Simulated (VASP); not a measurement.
# La4ZrO (F-43m) in VASP: a series of runs

The runs below take La4ZrO through single point, with PBE.

Program: VASP 6.6.1. These are calculated values, not measurements. Logs are shortened: lines on timing, memory, paths and dates and some standing lists are left out, and cuts for length are marked.

### Step 1. The cell of the first run

The structure is cubic, space group F-43m (No. 216). The conventional cell has a = 8.200 Å, b = 8.200 Å, c = 8.200 Å, α = 90.00°, β = 90.00°, γ = 90.00°. Within 3.8 Å of La (site symmetry 3m) lie 6 La at 2.88 to 2.92 Å and 3 O at 3.40 Å and 3 Zr at 3.40 Å. Zr (site symmetry -43m) has 12 La at 3.40 Å and 4 O at 3.55 Å within 4.5 Å. O (site symmetry -43m) has 12 La at 3.40 Å and 4 Zr at 3.55 Å within 4.5 Å.

The cell was built from a structure type or drawn by symmetry, and may not be a known phase.

### Step 2. Single point, PBE

Input file INCAR:

```
SYSTEM = La4ZrO
PREC = Accurate
ENCUT = 520
EDIFF = 1E-7
ISMEAR = 0
SIGMA = 0.1
LREAL = .FALSE.
LASPH = .TRUE.
NELM = 100
ALGO = Normal
ISIF = 2
LWAVE = .FALSE.
LCHARG = .TRUE.
GGA = PE
LELF = .TRUE.
LVHAR = .TRUE.
NBANDS = 40
```

Input file KPOINTS:

```
Automatic mesh
0
G
  4 4 4
  0 0 0
```

Input file POSCAR:

```
La4ZrO
1.0
    0.0000000000      4.1000610100      4.1000610100
    4.1000610100      0.0000000000      4.1000610100
    4.1000610100      4.1000610100      0.0000000000
La Zr O
4 1 1
Direct
    0.8776099700      0.3741300100      0.3741300100
    0.3741300100      0.3741300100      0.3741300100
    0.3741300100      0.8776099700      0.3741300100
    0.3741300100      0.3741300100      0.8776099700
    0.7500000000      0.7500000000      0.7500000000
    0.0000000000      0.0000000000      0.0000000000
```

Potentials or basis: VASP PAW PBE potentials, release 64 (La, Zr_sv, O).

Run with:

```
$ cat potpaw_PBE.64/La/POTCAR potpaw_PBE.64/Zr_sv/POTCAR potpaw_PBE.64/O/POTCAR > POTCAR
$ mpirun -np 1 vasp_std > vasp.out
```

OUTCAR:

```text
SYSTEM = La4ZrO
   PREC = Accurate
   ENCUT = 520
   EDIFF = 1E-7
   ISMEAR = 0
   LREAL = .FALSE.
   LASPH = .TRUE.
   NELM = 100
   ISIF = 2
   GGA = PE

 ion  position               nearest neighbor table
   1  0.878  0.374  0.374-   2 2.88   3 2.88   4 2.88   3 2.92   4 2.92   2 2.92   5 3.40   5 3.40
                             5 3.40
   2  0.374  0.374  0.374-   1 2.88   3 2.88   4 2.88   1 2.92   3 2.92   4 2.92   5 3.40   5 3.40
                             5 3.40
   3  0.374  0.878  0.374-   1 2.88   2 2.88   4 2.88   1 2.92   4 2.92   2 2.92   5 3.40   5 3.40
                             5 3.40
   4  0.374  0.374  0.878-   1 2.88   2 2.88   3 2.88   3 2.92   1 2.92   2 2.92   5 3.40   5 3.40
                             5 3.40
   5  0.750  0.750  0.750-   1 3.40   3 3.40   4 3.40   2 3.40   2 3.40   2 3.40   1 3.40   4 3.40
                             3 3.40   1 3.40   3 3.40   4 3.40
   6  0.000  0.000  0.000-

  LATTYP: Found a face centered cubic cell.
 ALAT       =     8.2001220200

  Lattice vectors:

 A1 = (   0.0000000000,   4.1000610100,   4.1000610100)
 A2 = (   4.1000610100,   0.0000000000,   4.1000610100)
 A3 = (   4.1000610100,   4.1000610100,   0.0000000000)

Analysis of symmetry for initial positions (statically):
=====================================================================
 Subroutine PRICEL returns:
 Original cell was already a primitive cell.

 Routine SETGRP: Setting up the symmetry group for a
 face centered cubic supercell.

 Subroutine GETGRP returns: Found 24 space group operations
 (whereof 24 operations were pure point group operations)
 out of a pool of 48 trial point group operations.

The static configuration has the point symmetry T_d .

Analysis of symmetry for dynamics (positions and initial velocities):
=====================================================================
 Subroutine PRICEL returns:
 Original cell was already a primitive cell.

 Routine SETGRP: Setting up the symmetry group for a
 face centered cubic supercell.

 Subroutine GETGRP returns: Found 24 space group operations
 (whereof 24 operations were pure point group operations)
 out of a pool of 48 trial point group operations.

The dynamic configuration has the point symmetry T_d .

 Subroutine INISYM returns: Found 24 space group operations
 (whereof 24 operations are pure point group operations),
 and found     1 'primitive' translations

----------------------------------------------------------------------------------------

                                     Primitive cell

  volume of cell :     137.8482

  direct lattice vectors                    reciprocal lattice vectors
     0.000000000  4.100061010  4.100061010    -0.121949405  0.121949405  0.121949405
     4.100061010  0.000000000  4.100061010     0.121949405 -0.121949405  0.121949405
     4.100061010  4.100061010  0.000000000     0.121949405  0.121949405 -0.121949405

  length of vectors
     5.798361887  5.798361887  5.798361887     0.211222565  0.211222565  0.211222565

  position of ions in fractional coordinates (direct lattice)
     0.877609970  0.374130010  0.374130010
     0.374130010  0.374130010  0.374130010
     0.374130010  0.877609970  0.374130010
     0.374130010  0.374130010  0.877609970
     0.750000000  0.750000000  0.750000000
     0.000000000  0.000000000  0.000000000

  ion indices of the primitive-cell ions
   primitive index   ion index
                 1           1
                 2           2
                 3           3
                 4           4
                 5           5
                 6           6

----------------------------------------------------------------------------------------

 KPOINTS: Automatic mesh

Automatic generation of k-mesh.
 Grid dimensions read from file:
 generate k-points for:    4    4    4

 Generating k-lattice:

  Cartesian coordinates                     Fractional coordinates (reciprocal lattice)
    -0.030487351  0.030487351  0.030487351     0.250000000  0.000000000  0.000000000
     0.030487351 -0.030487351  0.030487351     0.000000000  0.250000000  0.000000000
     0.030487351  0.030487351 -0.030487351     0.000000000  0.000000000  0.250000000

  Length of vectors
     0.052805641  0.052805641  0.052805641

  Shift w.r.t. Gamma in fractional coordinates (k-lattice)
     0.000000000  0.000000000  0.000000000

 Subroutine IBZKPT returns following result:
 ===========================================

 Found      8 irreducible k-points:

 Following reciprocal coordinates:
            Coordinates               Weight
  0.000000  0.000000  0.000000      1.000000
  0.250000  0.000000  0.000000      8.000000
  0.500000  0.000000  0.000000      4.000000
  0.250000  0.250000  0.000000      6.000000
  0.500000  0.250000  0.000000     24.000000
 -0.250000  0.250000  0.000000     12.000000
  0.500000  0.500000  0.000000      3.000000
 -0.250000  0.500000  0.250000      6.000000
   k-points           NKPTS =      8   k-points in BZ     NKDIM =      8   number of bands    NBANDS=     40
   number of dos      NEDOS =    301   number of ions     NIONS =      6
   total plane-waves  NPLWV = 110592
   dimension x,y,z NGX =    48 NGY =   48 NGZ =   48
   dimension x,y,z NGXF=    96 NGYF=   96 NGZF=   96
   ions per type =               4   1   1
   NGX,Y,Z   is equivalent  to a cutoff of  13.76, 13.76, 13.76 a.u.
   NGXF,Y,Z  is equivalent  to a cutoff of  27.52, 27.52, 27.52 a.u.
 SYSTEM =  La4ZrO
   PREC   = accura    normal or accurate (medium, high low for compatibility)
   ISTART =      0    job   : 0-new  1-cont  2-samecut
   ICHARG =      2    charge: 1-file 2-atom 10-const
   ISPIN  =      1    spin polarized calculation?
   LNONCOLLINEAR =      F non collinear calculations
   LSORBIT =      F    spin-orbit coupling
   LASPH  =      T    aspherical Exc in radial PAW
   ENCUT  =  520.0 eV  38.22 Ry    6.18 a.u.  10.78 10.78 10.78*2*pi/ulx,y,z
   NELM   =    100;   NELMIN=  2; NELMDL= -5     # of ELM steps
   EDIFF  = 0.1E-06   stopping-criterion for ELM
   LREAL  =      F    real-space projection
   EDIFFG = 0.1E-05   stopping-criterion for IOM
   NSW    =      0    number of steps for IOM
   IBRION =     -1    ionic relax: 0-MD 1-quasi-New 2-CG
   NFREE  =      0    steps in history (QN), initial steepest desc. (CG)
   ISIF   =      2    stress and relaxation
   ISYM   =      2    0-nonsym 1-usesym 2-fastsym
   POTIM  = 0.5000    time-step for ionic-motion
   TEBEG  =    0.0;   TEEND  =   0.0 temperature during run
   PSTRESS=    0.0 pullay stress
   NELECT =      62.0000    total number of electrons
   NUPDOWN=      -1.0000    fix difference up-down
   EMIN   =  10.00;   EMAX   =-10.00  energy-range for DOS
   EFERMI =   0.00;   METHOD = LEGACY
   ISMEAR =     0;   SIGMA  =   0.10  broadening in eV -4-tet -1-fermi 0-gaus
   EFERMI_NEDOS =   21; number of points for ismear=-14 and -15
   IALGO  =     38    algorithm
   IMIX   =      4    mixing-type and parameters
     AMIX     =   0.40;   BMIX     =  1.00
     AMIX_MAG =   1.60;   BMIX_MAG =  1.00
  volume/ion in A,a.u.               =      22.97       155.04
  Fermi-wavevector in a.u.,A,eV,Ry     =   1.254311  2.370303 21.405978  1.573295
  Thomas-Fermi vector in A             =   2.388122
   LORBIT       =      0    0 simple, 1 ext, 2 COOP (PROOUT), +10 PAW based schemes
   GGA     = PE    functional components
   LHFCALC =     F    Hartree Fock is set to
   AEXX    =    0.0000 exact exchange contribution
   IVDW    =     0    specifies the selected vdW correction
   LEPSILON=     F    determine dielectric tensor
   LRPA    =     F    only Hartree local field effects (RPA)
 non-spin polarized calculation
 Gauss-broadening in eV      SIGMA  =   0.10
  energy-cutoff  :      520.00
  volume of cell :      137.85
 maximum number of plane-waves:      3727
 NGX is ok and might be reduce to    48
   NGX = 21   NGY = 21   NGZ = 21

 number of electron      61.9999996 magnetization

 Free energy of the ion-electron system (eV)
  ---------------------------------------------------
  ext. energy  EPLUGINS =         0.00000000
  ---------------------------------------------------
  free energy    TOTEN  =       -27.31458668 eV

  energy without entropy =      -27.28842775  energy(sigma->0) =      -27.30150722

 E-fermi :  10.2958     XC(G=0): -10.8559

 val. band max:       10.1897783202   @ k =  -0.2500   0.5000   0.2500
 cond. band min:      10.3208392661   @ k =   0.2500   0.2500   0.0000
 fundamental gap:      0.1310609459
 Fermi energy:        10.2958089587

 k-point     1 :       0.0000    0.0000    0.0000
  band No.  band energies     occupation
      1     -38.4171      2.00000
      2     -23.1685      2.00000
      3     -21.4722      2.00000
      4     -21.4722      2.00000
      5     -21.4722      2.00000
      6     -16.4981      2.00000
[... 32 lines left out ...]
     39      11.9092      0.00000
     40      11.9096      0.00000

 k-point     2 :       0.2500    0.0000    0.0000
  band No.  band energies     occupation
      1     -38.4171      2.00000
      2     -23.0261      2.00000
      3     -21.6991      2.00000
      4     -21.4769      2.00000
      5     -21.4769      2.00000
      6     -16.4985      2.00000
[... 32 lines left out ...]
     39      11.8709      0.00000
     40      11.9067      0.00000

 k-point     3 :       0.5000    0.0000    0.0000
  band No.  band energies     occupation
      1     -38.4170      2.00000
      2     -22.8182      2.00000
      3     -21.9881      2.00000
      4     -21.4817      2.00000
      5     -21.4817      2.00000
      6     -16.4989      2.00000
[... 32 lines left out ...]
     39      12.1639      0.00000
     40      12.1889      0.00000

 k-point     4 :       0.2500    0.2500    0.0000
  band No.  band energies     occupation
      1     -38.4170      2.00000
      2     -22.9678      2.00000
      3     -21.7774      2.00000
      4     -21.4827      2.00000
      5     -21.4827      2.00000
      6     -16.4957      2.00000
[... 32 lines left out ...]
     39      11.5116      0.00000
     40      11.8063      0.00000

 k-point     5 :       0.5000    0.2500    0.0000
  band No.  band energies     occupation
      1     -38.4170      2.00000
      2     -22.7109      2.00000
      3     -22.1130      2.00000
      4     -21.4900      2.00000
      5     -21.4874      2.00000
      6     -16.4961      2.00000
[... 32 lines left out ...]
     39      12.2479      0.00000
     40      12.2879      0.00000

 k-point     6 :      -0.2500    0.2500    0.0000
  band No.  band energies     occupation
      1     -38.4170      2.00000
      2     -22.8191      2.00000
      3     -21.9812      2.00000
      4     -21.4888      2.00000
      5     -21.4817      2.00000
      6     -16.4988      2.00000
[... 32 lines left out ...]
     39      11.9291      0.00000
     40      12.1049      0.00000

 k-point     7 :       0.5000    0.5000    0.0000
  band No.  band energies     occupation
      1     -38.4170      2.00000
      2     -22.4876      2.00000
      3     -22.3583      2.00000
      4     -21.4931      2.00000
      5     -21.4931      2.00000
      6     -16.4932      2.00000
[... 32 lines left out ...]
     39      12.2283      0.00000
     40      12.3791      0.00000

 k-point     8 :      -0.2500    0.5000    0.2500
  band No.  band energies     occupation
      1     -38.4170      2.00000
      2     -22.4888      2.00000
      3     -22.3581      2.00000
      4     -21.4934      2.00000
      5     -21.4912      2.00000
      6     -16.4952      2.00000
[... 32 lines left out ...]
     39      12.0558      0.00000
     40      12.2436      0.00000

------------------------ aborting loop because EDIFF is reached ----------------------------------------

  FORCE on cell =-STRESS in cart. coord.  units (eV):
  Direction    XX          YY          ZZ          XY          YZ          ZX
  --------------------------------------------------------------------------------------
  -------------------------------------------------------------------------------------
  Total       12.5606333     12.5606333     12.5606333      0.0000000     -0.0000000      0.0000000
  in kB      145.9893466    145.9893466    145.9893466      0.0000000     -0.0000000      0.0000000
  external PRESSURE =     145.9893466 kB  Pullay stress =       0.0000000 kB

 VOLUME and BASIS-vectors are now :
 -----------------------------------------------------------------------------
  energy-cutoff  :      520.00
  volume of cell :      137.85
      direct lattice vectors                 reciprocal lattice vectors
     0.000000000  4.100061010  4.100061010    -0.121949405  0.121949405  0.121949405
     4.100061010  0.000000000  4.100061010     0.121949405 -0.121949405  0.121949405
     4.100061010  4.100061010  0.000000000     0.121949405  0.121949405 -0.121949405

 POSITION                                       TOTAL-FORCE (eV/Angst)
 -----------------------------------------------------------------------------------
      3.06791      5.13221      5.13221         0.278337     -0.278337     -0.278337
      3.06791      3.06791      3.06791         0.278337      0.278337      0.278337
      5.13221      3.06791      5.13221        -0.278337      0.278337     -0.278337
      5.13221      5.13221      3.06791        -0.278337     -0.278337      0.278337
      6.15009      6.15009      6.15009         0.000000     -0.000000     -0.000000
      0.00000      0.00000      0.00000         0.000000     -0.000000     -0.000000
 -----------------------------------------------------------------------------------
    total drift:                               -0.000000     -0.000000     -0.000000

  FREE ENERGIE OF THE ION-ELECTRON SYSTEM (eV)
  ---------------------------------------------------
  free  energy   TOTEN  =       -27.3145866828 eV

  energy  without entropy=      -27.2884277521  energy(sigma->0) =      -27.30150722
```

It took 4.5 min on 1 thread of Intel Xeon 8259CL, shared host; peak memory 0.35 GiB.

Results:

- Free energy: -27.3146 eV
- Pressure: 14.6 GPa
- Largest force: 0.482 eV/Å

Forces in eV/Å, atoms in the order of the input:
```
La   0.278 -0.278 -0.278
La   0.278  0.278  0.278
La  -0.278  0.278 -0.278
La  -0.278 -0.278  0.278
Zr   0.000  0.000  0.000
O    0.000  0.000  0.000
```

Caveat: the cell stands under pressure; spin-orbit coupling is left out, which moves the levels of the heavy elements.

### Step 3. Single point, PBE

This run uses another cell than the first one, of 30.05 Å³/atom.

Input file INCAR:

```
PREC = Accurate ; ENCUT = 520
EDIFF = 1E-6 ; ISMEAR = 0
SIGMA = 0.1 ; LREAL = F
LASPH = T ; NELM = 100
ALGO = Normal ; ISIF = 2
LWAVE = F ; LCHARG = F
GGA = PE ; NBANDS = 40
```

Input file KPOINTS:

```
Automatic mesh
0
Gamma
  4 4 4
```

Input file POSCAR:

```
La4ZrO
1.0
    0.0000000000      4.4840747882      4.4840747882
    4.4840747882      0.0000000000      4.4840747882
    4.4840747882      4.4840747882      0.0000000000
La Zr O
4 1 1
Direct
    0.8739863040      0.3753378987      0.3753378987
    0.3753378987      0.3753378987      0.3753378987
    0.3753378987      0.8739863040      0.3753378987
    0.3753378987      0.3753378987      0.8739863040
    0.7500000000      0.7500000000      0.7500000000
    0.0000000000      0.0000000000      0.0000000000
```

Potentials or basis: VASP PAW PBE potentials, release 64 (La, Zr_sv, O).

Run with:

```
$ cat potpaw_PBE.64/La/POTCAR potpaw_PBE.64/Zr_sv/POTCAR potpaw_PBE.64/O/POTCAR > POTCAR
$ mpirun -np 1 vasp_std > vasp.out
```

Run time: 3.7 min. Hardware: 1 thread of Intel Xeon 8259CL, shared host; peak memory 0.35 GiB.

The run converged. Its results:

| Quantity | Value |
| --- | --- |
| Free energy | -28.8963 eV |
| Pressure | 0.1 GPa |
| Largest force | 0.020 eV/Å |
| Band gap on the k mesh | zero (bands 31 and 32 overlap by 0.08 eV) |

Forces in eV/Å, atoms in the order of the input:
```
La   0.012 -0.012 -0.012
La   0.012  0.012  0.012
La  -0.012  0.012 -0.012
La  -0.012 -0.012  0.012
Zr   0.000  0.000  0.000
O    0.000  0.000  0.000
```

Levels at points of the mesh, in eV from the Fermi level:
| k point | band 27 | band 28 | band 29 | band 30 | band 31 | band 32 | band 33 | band 34 | band 35 | band 36 |
| --- | --- | --- | --- | --- | --- | --- | --- | --- | --- | --- |
| (0.00, 0.00, 0.00) | -1.31 | -1.31 | -1.31 | -0.27 | -0.27 | 0.22 | 0.22 | 0.22 | 0.94 | 0.94 |
| (0.50, 0.00, 0.00) | -0.64 | -0.64 | -0.53 | -0.31 | -0.31 | -0.06 | 0.36 | 0.36 | 1.14 | 1.18 |
| (0.50, 0.50, 0.00) | -0.82 | -0.62 | -0.42 | -0.42 | -0.34 | 0.22 | 0.49 | 0.50 | 0.50 | 1.33 |

Caveat: spin-orbit coupling is left out, which moves the levels of the heavy elements.
